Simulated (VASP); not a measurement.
Set up this calculation in VASP 6.6.1, as the native input.

* Task: relaxation of cell and atoms
* Functional: PBEsol
* Potentials or basis: VASP PAW PBE potentials, release 64 (Ga_d, Sb)
* Cutoff: 600 eV
* k mesh: 8 × 8 × 8
* Occupations: fermi-dirac, width 0.05 eV
* Spin: no spin polarisation
* Dipole correction: no
* Further INCAR settings: ALGO = Normal; EDIFF = 1e-06; IBRION = 2; EDIFFG = -0.01; NSW = 80; ISIF = 3

The structure of GaSb lies in POSCAR:

```
GaSb
1.0
   -2.7534340000      2.7534340000      1.5907070000
    2.7534340000     -2.7534340000      1.5907070000
    2.7534340000      2.7534340000     -1.5907070000
Ga Sb
1 1
Direct
    0.2500000000      0.7500000000      0.5000000000
    0.0000000000      0.0000000000      0.0000000000
```

The input as run:

INCAR

```
SYSTEM = GaSb
PREC = Accurate ; ENCUT = 600
EDIFF = 1E-6 ; ISMEAR = -1
SIGMA = 0.05 ; LREAL = .FALSE.
LASPH = .TRUE. ; NELM = 100
ALGO = Normal ; ISIF = 3
LWAVE = .FALSE. ; LCHARG = .FALSE.
GGA = PS ; IBRION = 2
NSW = 80 ; EDIFFG = -0.01
```

KPOINTS

```
Automatic mesh
0
G
  8 8 8
  0 0 0
```

Potentials or basis: VASP PAW PBE potentials, release 64 (Ga_d, Sb).

The run is started by

```console
$ cat potpaw_PBE.64/Ga_d/POTCAR potpaw_PBE.64/Sb/POTCAR > POTCAR
$ mpirun -np 1 vasp_std > vasp.out
```

Results of the run:

| Quantity | Value |
| --- | --- |
| Relaxed volume | 22.96 Å³/atom |
| Relaxed cell | a = 4.134 Å, b = 4.134 Å, c = 4.134 Å, α = 98.29°, β = 98.29°, γ = 135.36° |
| Space group after relaxing (to 0.05 Å) | I-4m2 (No. 119) |
| Energy gained by relaxing | 10.9 meV/atom |
| Ionic steps | 7 |
| Pressure after relaxing | 0.0 GPa |
| Band gap on the k mesh | zero (band 9 reaches 8.76 eV, above the bottom of band 10 at 4.81 eV) |

Caveat: the PAW data sets were made with another functional, which shifts forces and pressure a little; spin-orbit coupling is left out, which moves the levels of the heavy elements.

Run time: 2.8 min on 1 thread of Intel(R) Xeon(R) Platinum 8375C CPU @ 2.90GHz (Ice Lake) (shared host), peak memory 0.24 GiB.
